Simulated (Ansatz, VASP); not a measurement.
CdF2 in VASP and in Ansatz

POSCAR

```
CdF2
1.0
    0.0000000000      2.7407041214      2.7407041214
    2.7407041214      0.0000000000      2.7407041214
    2.7407041214      2.7407041214      0.0000000000
Cd F
1 2
Direct
    0.0000000000      0.0000000000      0.0000000000
    0.2500000000      0.2500000000      0.2500000000
    0.7500000000      0.7500000000      0.7500000000
```

INCAR.step1

```
PREC = Accurate ; ENCUT = 520
ISMEAR = 0 ; SIGMA = 0.02
LREAL = False ; LASPH = True
NELM = 100 ; NBANDS = 20
GGA = PE ; ALGO = Normal
EDIFF = 1E-4 ; LWAVE = True
LCHARG = False
```

Contents of INCAR.step2:

```
PREC = Accurate ; ENCUT = 520
EDIFF = 1E-6 ; ISMEAR = 0
SIGMA = 0.02 ; LREAL = False
LASPH = True ; NELM = 100
ALGO = Normal ; ISIF = 2
LWAVE = False ; LCHARG = False
METAGGA = R2SCAN ; LMIXTAU = True
NBANDS = 20 ; ISTART = 1
```

The input KPOINTS:

```
Automatic mesh
0
Gamma
  8 8 8
```

Input for Ansatz:

```yaml
crystal:
  lattice:
    - [0.0, 2.7407041214, 2.7407041214]
    - [2.7407041214, 0.0, 2.7407041214]
    - [2.7407041214, 2.7407041214, 0.0]
  atoms:
    - { symbol: Cd, position: [0.0, 0.0, 0.0] }
    - { symbol: F, position: [0.25, 0.25, 0.25] }
    - { symbol: F, position: [0.75, 0.75, 0.75] }
basis:
  ecutwfc: 500
kpoints:
  mp_grid: { grid: [8, 8, 8] }
  band_path:
    path:
      - [[0.0, 0.0, 0.0], [0.5, 0.0, 0.5], [0.625, 0.25, 0.625]]
      - [[0.375, 0.375, 0.75], [0.0, 0.0, 0.0], [0.5, 0.5, 0.5], [0.5, 0.25, 0.75], [0.5, 0.0, 0.5]]
    npoints: 14
hamiltonian:
  xc: r2scan
scf:
  occupations: { method: gaussian, width: 0.02 }
  n_extra_bands: 7
output:
  forces: true
  stress: true
  eigenvalues: true
  populations: true
  dos: { projected: true, de: 0.02, nscf_kmesh: { grid: [12, 12, 12] } }
  bader: true
```

Alike in both runs: task single point; functional r2SCAN; k mesh 8 × 8 × 8; occupations gaussian, width 0.02 eV; no spin polarisation.

|  | VASP | Ansatz |
| --- | --- | --- |
| version | VASP 6.6.1 | Ansatz 0.2.0 |
| potentials or method | VASP PAW PBE potentials, release 64 (Cd, F), cutoff 520 eV | scalar-relativistic, plane waves, PAW |
| valence electrons in the cell | 26 | 34 |

|  | VASP | Ansatz | Ansatz less VASP |
| --- | --- | --- | --- |
| gap on the k mesh at the Fermi level (eV) | 3.56 | 3.60 | +0.041 |
| least direct gap on the mesh (eV) | 4.13 | 4.18 | +0.049 |
| pressure (GPa) | -4.4 | -5.1 | -0.71 |

VASP's potentials were made for PBE, not for r2SCAN. The functional is the same, so the differences come from potentials, cutoffs and numerics. VASP's potentials hold 26 valence electrons a cell and Ansatz's 34, so a difference there can come from the potentials and not from the codes.
